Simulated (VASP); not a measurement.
# Ni (C2/c) in VASP: single point with revPBE

Aim: the single point of Ni with revPBE.

All numbers are computed with VASP 6.6.1; they aren't measurements. Logs are shortened: lines on timing, memory, paths and dates and some standing lists are left out, and cuts for length are marked.

## 1. The cell of the first run

The typed cell holds 2 atoms: a = 4.370 Å, b = 4.370 Å, c = 2.505 Å, α = 97.88°, β = 97.88°, γ = 147.43°.

## 2. Single point, revPBE

INCAR

```
SYSTEM = Ni
  PREC = Accurate
  ENCUT = 520
  EDIFF = 1E-6
  ISMEAR = -1
  SIGMA = 0.1
  LREAL = .False.
  LASPH = .True.
  NELM = 60
  ALGO = Normal
  ISIF = 2
  LWAVE = .False.
  LCHARG = .False.
  GGA = RE
  NBANDS = 17
```

KPOINTS

```
Automatic mesh
0
Gamma
  25 25 23
  0 0 0
```

POSCAR

```
Ni
1.0
   -2.9660166606      2.9663436363      1.2256011131
    2.9663436363     -2.9660166606      1.2256011131
    1.5451105245      1.5451105245     -1.2250022564
Ni
2
Direct
    0.0000209121      0.9999790879      0.0000000000
    0.7499790879      0.2500209121      0.5000000000
```

Potentials or basis: VASP PAW PBE potentials, release 64 (Ni).

On the command line:

```
> cat potpaw_PBE.64/Ni/POTCAR > POTCAR
> mpirun -np 1 vasp_std > vasp.out
```

OUTCAR:

```text
SYSTEM = Ni
   PREC = Accurate
   ENCUT = 520
   EDIFF = 1E-6
   ISMEAR = -1
   LREAL = .False.
   LASPH = .True.
   NELM = 60
   ISIF = 2
   GGA = RE

 ion  position               nearest neighbor table
   1  0.000  1.000  0.000-   2 2.44   2 2.44   2 2.44   2 2.44   2 2.99   2 2.99   2 3.00   2 3.00

   2  0.750  0.250  0.500-   1 2.44   1 2.44   1 2.44   1 2.44   1 2.99   1 2.99   1 3.00   1 3.00

  LATTYP: Found a base centered monoclinic cell.
 ALAT       =     2.4512022698
 B/A-ratio  =     3.4226569109
 C/A-ratio  =     1.0219750584
 COS(beta)  =    -0.4888451019

  Lattice vectors:

 A1 = (  -2.9660166606,   2.9663436363,   1.2256011131)
 A2 = (   2.9663436363,  -2.9660166606,   1.2256011131)
 A3 = (   1.5451105245,   1.5451105245,  -1.2250022564)

Analysis of symmetry for initial positions (statically):
=====================================================================
 Subroutine PRICEL returns:
 Original cell was already a primitive cell.

 Routine SETGRP: Setting up the symmetry group for a
 base centered monoclinic supercell.

 Subroutine GETGRP returns: Found  4 space group operations
 (whereof  2 operations were pure point group operations)
 out of a pool of  4 trial point group operations.

The static configuration has the point symmetry C_2 .
 The point group associated with its full space group is C_2h.

Analysis of symmetry for dynamics (positions and initial velocities):
=====================================================================
 Subroutine PRICEL returns:
 Original cell was already a primitive cell.

 Routine SETGRP: Setting up the symmetry group for a
 base centered monoclinic supercell.

 Subroutine GETGRP returns: Found  4 space group operations
 (whereof  2 operations were pure point group operations)
 out of a pool of  4 trial point group operations.

The dynamic configuration has the point symmetry C_2 .
 The point group associated with its full space group is C_2h.

 Subroutine INISYM returns: Found  4 space group operations
 (whereof  2 operations are pure point group operations),
 and found     1 'primitive' translations

----------------------------------------------------------------------------------------

                                     Primitive cell

  volume of cell :      22.4705

  direct lattice vectors                    reciprocal lattice vectors
    -2.966016661  2.966343636  1.225601113     0.077421077  0.245988047  0.407919935
     2.966343636 -2.966016661  1.225601113     0.245988047  0.077421077  0.407919935
     1.545110525  1.545110525 -1.225002256     0.323567226  0.323567226 -0.000086324

  length of vectors
     4.370188496  4.370188496  2.505067583     0.482600058  0.482600058  0.457593168

  position of ions in fractional coordinates (direct lattice)
     0.000020912  0.999979088  0.000000000
     0.749979088  0.250020912  0.500000000

  ion indices of the primitive-cell ions
   primitive index   ion index
                 1           1
                 2           2

----------------------------------------------------------------------------------------

 KPOINTS: Automatic mesh

Automatic generation of k-mesh.
 Grid dimensions read from file:
 generate k-points for:   25   25   23

 Generating k-lattice:

  Cartesian coordinates                     Fractional coordinates (reciprocal lattice)
     0.003096843  0.009839522  0.016316797     0.040000000 -0.000000000  0.000000000
     0.009839522  0.003096843  0.016316797    -0.000000000  0.040000000  0.000000000
     0.014068140  0.014068140 -0.000003753     0.000000000  0.000000000  0.043478261

  Length of vectors
     0.019304002  0.019304002  0.019895355

  Shift w.r.t. Gamma in fractional coordinates (k-lattice)
     0.000000000  0.000000000  0.000000000

 Subroutine IBZKPT returns following result:
 ===========================================

 Found   3744 irreducible k-points:

 Following reciprocal coordinates:
            Coordinates               Weight
  0.000000  0.000000  0.000000      1.000000
  0.040000  0.000000  0.000000      4.000000
  0.080000  0.000000  0.000000      4.000000
  0.120000 -0.000000  0.000000      4.000000
  0.160000  0.000000  0.000000      4.000000
  0.200000 -0.000000  0.000000      4.000000
[... 16 lines left out ...]
  0.400000  0.040000  0.000000      4.000000
  0.440000  0.040000  0.000000      4.000000
 [... further k-points ...]
   k-points           NKPTS =   3744   k-points in BZ     NKDIM =   3744   number of bands    NBANDS=     17
   number of dos      NEDOS =    301   number of ions     NIONS =      2
   total plane-waves  NPLWV =  25920
   dimension x,y,z NGX =    36 NGY =   36 NGZ =   20
   dimension x,y,z NGXF=    72 NGYF=   72 NGZF=   40
   ions per type =               2
   NGX,Y,Z   is equivalent  to a cutoff of  13.69, 13.69, 13.27 a.u.
   NGXF,Y,Z  is equivalent  to a cutoff of  27.39, 27.39, 26.55 a.u.
 SYSTEM =  Ni
   PREC   = accura    normal or accurate (medium, high low for compatibility)
   ISTART =      0    job   : 0-new  1-cont  2-samecut
   ICHARG =      2    charge: 1-file 2-atom 10-const
   ISPIN  =      1    spin polarized calculation?
   LNONCOLLINEAR =      F non collinear calculations
   LSORBIT =      F    spin-orbit coupling
   LASPH  =      T    aspherical Exc in radial PAW
   ENCUT  =  520.0 eV  38.22 Ry    6.18 a.u.   8.13  8.13  4.66*2*pi/ulx,y,z
   NELM   =     60;   NELMIN=  2; NELMDL= -5     # of ELM steps
   EDIFF  = 0.1E-05   stopping-criterion for ELM
   LREAL  =      F    real-space projection
   EDIFFG = 0.1E-04   stopping-criterion for IOM
   NSW    =      0    number of steps for IOM
   IBRION =     -1    ionic relax: 0-MD 1-quasi-New 2-CG
   NFREE  =      0    steps in history (QN), initial steepest desc. (CG)
   ISIF   =      2    stress and relaxation
   ISYM   =      2    0-nonsym 1-usesym 2-fastsym
   POTIM  = 0.5000    time-step for ionic-motion
   TEBEG  =    0.0;   TEEND  =   0.0 temperature during run
   PSTRESS=    0.0 pullay stress
   NELECT =      20.0000    total number of electrons
   NUPDOWN=      -1.0000    fix difference up-down
   EMIN   =  10.00;   EMAX   =-10.00  energy-range for DOS
   EFERMI =   0.00;   METHOD = LEGACY
   ISMEAR =    -1;   SIGMA  =   0.10  broadening in eV -4-tet -1-fermi 0-gaus
   EFERMI_NEDOS =   21; number of points for ismear=-14 and -15
   IALGO  =     38    algorithm
   IMIX   =      4    mixing-type and parameters
     AMIX     =   0.40;   BMIX     =  1.00
     AMIX_MAG =   1.60;   BMIX_MAG =  1.00
  volume/ion in A,a.u.               =      11.24        75.82
  Fermi-wavevector in a.u.,A,eV,Ry     =   1.574759  2.975863 33.740627  2.479866
  Thomas-Fermi vector in A             =   2.675845
   LORBIT       =      0    0 simple, 1 ext, 2 COOP (PROOUT), +10 PAW based schemes
   GGA     = RE    functional components
   LHFCALC =     F    Hartree Fock is set to
   AEXX    =    0.0000 exact exchange contribution
   IVDW    =     0    specifies the selected vdW correction
   LEPSILON=     F    determine dielectric tensor
   LRPA    =     F    only Hartree local field effects (RPA)
 non-spin polarized calculation
  energy-cutoff  :      520.00
  volume of cell :       22.47
 maximum number of plane-waves:       619
 NGX is ok and might be reduce to    36
   NGX = 17   NGY = 17   NGZ =  9

 number of electron      19.9999991 magnetization

 Free energy of the ion-electron system (eV)
  ---------------------------------------------------
  ext. energy  EPLUGINS =         0.00000000
  ---------------------------------------------------
  free energy    TOTEN  =        -9.96126089 eV

  energy without entropy =       -9.78731571  energy(sigma->0) =       -9.87428830

 E-fermi :   8.8804     XC(G=0): -12.9661

 val. band max:        8.8803574768   @ k =  -0.1600   0.4800   0.2174
 cond. band min:       8.8804400632   @ k =  -0.3200   0.3600   0.4783
 fundamental gap:      0.0000825864
 Fermi energy:         8.8804369835

 k-point     1 :       0.0000    0.0000    0.0000
  band No.  band energies     occupation
      1       0.2454      2.00000
      2       4.6140      2.00000
      3       6.6998      2.00000
      4       6.9991      2.00000
      5       7.3832      2.00000
      6       7.4002      2.00000
[... 9 lines left out ...]
     16      33.8040      0.00000
     17      35.0221      0.00000

 k-point     2 :       0.0400    0.0000    0.0000
  band No.  band energies     occupation
      1       0.3055      2.00000
      2       4.6491      2.00000
      3       6.7120      2.00000
      4       7.0139      2.00000
      5       7.3699      2.00000
      6       7.3874      2.00000
[... 9 lines left out ...]
     16      33.1644      0.00000
     17      34.2242      0.00000

 k-point     3 :       0.0800    0.0000    0.0000
  band No.  band energies     occupation
      1       0.4849      2.00000
      2       4.7514      2.00000
      3       6.7425      2.00000
      4       7.0451      2.00000
      5       7.3165      2.00000
      6       7.3653      2.00000
[... 9 lines left out ...]
     16      32.1616      0.00000
     17      33.4034      0.00000

 k-point     4 :       0.1200   -0.0000    0.0000
  band No.  band energies     occupation
      1       0.7797      2.00000
      2       4.9103      2.00000
      3       6.7494      2.00000
      4       7.0475      2.00000
      5       7.0811      2.00000
      6       7.2425      2.00000
[... 9 lines left out ...]
     16      30.7024      0.00000
     17      32.8580      0.00000
[... 343 lines left out ...]
      1       4.4377      2.00000
      2       5.2806      2.00000
      3       5.5444      2.00000
      4       6.5618      2.00000
      5       7.0684      2.00000
      6       7.5190      2.00000
[... 9 lines left out ...]
     16      25.4122      0.00000
     17      28.4196      0.00000

 k-point    23 :       0.4000    0.0400    0.0000
  band No.  band energies     occupation
      1       4.6858      2.00000
      2       5.2081      2.00000
      3       5.5014      2.00000
      4       6.5206      2.00000
      5       7.2800      2.00000
      6       7.5097      2.00000
[... 9 lines left out ...]
     16      25.1136      0.00000
     17      27.8907      0.00000

 k-point    24 :       0.4400    0.0400    0.0000
  band No.  band energies     occupation
      1       4.8028      2.00000
      2       5.1521      2.00000
      3       5.4876      2.00000
      4       6.4918      2.00000
      5       7.3964      2.00000
      6       7.5662      2.00000
[... 9 lines left out ...]
     16      24.9653      0.00000
     17      27.0377      0.00000

 [... further k-points ...]
[... 5 lines left out ...]
  --------------------------------------------------------------------------------------
  -------------------------------------------------------------------------------------
  Total        0.0258524      0.0258524      0.0320945      0.0099025     -0.0028143     -0.0028144
  in kB        1.8433128      1.8433128      2.2883867      0.7060629     -0.2006638     -0.2006683
  external PRESSURE =       1.9916708 kB  Pullay stress =       0.0000000 kB

 VOLUME and BASIS-vectors are now :
 -----------------------------------------------------------------------------
  energy-cutoff  :      520.00
  volume of cell :       22.47
      direct lattice vectors                 reciprocal lattice vectors
    -2.966016661  2.966343636  1.225601113     0.077421077  0.245988047  0.407919935
     2.966343636 -2.966016661  1.225601113     0.245988047  0.077421077  0.407919935
     1.545110525  1.545110525 -1.225002256     0.323567226  0.323567226 -0.000086324

 POSITION                                       TOTAL-FORCE (eV/Angst)
 -----------------------------------------------------------------------------------
      2.96622     -2.96589      1.22560         0.001292     -0.001292     -0.000000
     -0.71025      2.25568      0.61310        -0.001292      0.001292      0.000000
 -----------------------------------------------------------------------------------
    total drift:                               -0.000000     -0.000000      0.000000

  FREE ENERGIE OF THE ION-ELECTRON SYSTEM (eV)
  ---------------------------------------------------
  free  energy   TOTEN  =        -9.9612608932 eV

  energy  without entropy=       -9.7873157091  energy(sigma->0) =       -9.87428830
```

Run time: 53 min. Hardware: 1 thread of Oxide Virtual Turin-like, shared host; peak memory 1.2 GiB.

Results:

```yaml
Free_energy: -9.9613 eV
Pressure: 0.2 GPa
Band_gap_on_the_k_mesh: zero (bands 10 and 11 overlap by 0.72 eV)
```

Levels at points of the mesh, in eV from the Fermi level:
```csv
k point,band 8,band 9,band 10,band 11,band 12,band 13
"(0.00, 0.00, 0.00)",-1.26,-0.54,-0.51,-0.40,-0.03,5.43
```

Caveat: the PAW data sets were made with another functional, which shifts forces and pressure a little; the run has no spin polarisation, though such a crystal can be magnetic. Spin polarisation is off, so any magnetic state and its effect on volume and gap are missing.
